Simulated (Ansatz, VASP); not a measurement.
NaF: VASP beside Ansatz

File POSCAR:

```
NaF
1.0
    3.1126880677      0.0000000000      0.0000000000
   -1.5563440338      2.6956669407      0.0000000000
    0.0000000000      0.0000000000      5.4539740124
Na F
2 2
Direct
    0.0000000000      0.0000000000      0.0000000000
    0.0000000000      0.0000000000      0.5000000000
    0.3333333333      0.6666666667      0.2500000000
    0.6666666667      0.3333333333      0.7500000000
```

INCAR.step1

```
  PREC = Accurate
  ENCUT = 520
  ISMEAR = 0
  SIGMA = 0.01
  LREAL = F
  LASPH = T
  NELM = 80
  NBANDS = 22
  GGA = PE
  ALGO = Normal
  EDIFF = 1E-4
  LWAVE = T
  LCHARG = F
```

File INCAR.step2:

```
  PREC = Accurate
  ENCUT = 520
  EDIFF = 1E-7
  ISMEAR = 0
  SIGMA = 0.01
  LREAL = F
  LASPH = T
  NELM = 80
  ALGO = Normal
  ISIF = 2
  LWAVE = F
  LCHARG = F
  METAGGA = R2SCAN
  LMIXTAU = T
  NBANDS = 22
  ISTART = 1
```

Contents of KPOINTS:

```
Automatic mesh
0
Gamma
  9 9 4
```

Input for Ansatz:

```yaml
crystal:
  lattice:
    - [3.1126880677, 0.0, 0.0]
    - [-1.5563440338, 2.6956669407, 0.0]
    - [0.0, 0.0, 5.4539740124]
  atoms:
    - { symbol: Na, position: [0.0, 0.0, 0.0] }
    - { symbol: Na, position: [0.0, 0.0, 0.5] }
    - { symbol: F, position: [0.3333333333, 0.6666666667, 0.25] }
    - { symbol: F, position: [0.6666666667, 0.3333333333, 0.75] }
kpoints:
  mp_grid: { grid: [9, 9, 4] }
hamiltonian:
  xc: r2scan
scf:
  occupations: { method: fixed }
  n_extra_bands: 5
output:
  forces: true
  stress: true
  eigenvalues: true
```

Alike in both runs: task single point; functional r2SCAN; k mesh 9 × 9 × 4; no spin polarisation.

|  | VASP | Ansatz |
| --- | --- | --- |
| version | VASP 6.6.1 | Ansatz 0.2.0 |
| potentials or method | VASP PAW PBE potentials, release 64 (Na_pv, F) | plane waves, PAW |
| plane-wave cutoff (eV) | 520 | 500 |
| occupations | gaussian, width 0.01 eV | fixed |
| valence electrons in the cell | 28 | 32 |

|  | VASP | Ansatz | Ansatz less VASP |
| --- | --- | --- | --- |
| gap on the k mesh at the Fermi level (eV) | 7.58 | 7.55 | -0.038 |
| pressure (GPa) | 3.2 | 3.8 | +0.61 |
| traceless stress, the component that is largest in VASP (GPa) | 0.11 | 0.23 | +0.114 |

VASP's potentials were made for PBE, not for r2SCAN. VASP's potentials hold 28 valence electrons a cell and Ansatz's 32, so a difference there can come from the potentials and not from the codes.
